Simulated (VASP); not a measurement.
Here is a VASP 6.6.1 calculation.

File INCAR:

```
SYSTEM = Al3Ag
PREC = Accurate
ENCUT = 520
EDIFF = 1E-6
ISMEAR = 1
SIGMA = 0.15
LREAL = .False.
LASPH = .True.
NELM = 80
ALGO = Normal
ISIF = 2
LWAVE = .False.
LCHARG = .False.
GGA = CA
NBANDS = 18
```

The input KPOINTS:

```
Automatic mesh
0
Gamma
  6 6 6
  0 0 0
```

File POSCAR:

```
Al3Ag
1.0
    4.1875703557      0.0000000000      0.0000000000
    0.0000000000      4.1875703557      0.0000000000
    0.0000000000      0.0000000000      4.1875703557
Al Ag
3 1
Direct
    0.0000000000      0.5000000000      0.5000000000
    0.5000000000      0.0000000000      0.5000000000
    0.5000000000      0.5000000000      0.0000000000
    0.0000000000      0.0000000000      0.0000000000
```

Potentials or basis: VASP PAW LDA potentials, release 64 (Al, Ag).

Run with:

```console
$ cat potpaw_LDA.64/Al/POTCAR potpaw_LDA.64/Ag/POTCAR > POTCAR
$ mpirun -np 1 vasp_std > vasp.out
```

(1) Estimate the pressure.

(2) Estimate the band gap on the k mesh.

Results:

(1) -9.3 GPa.

(2) zero (band 10 reaches 9.07 eV, above the bottom of band 11 at 4.77 eV).
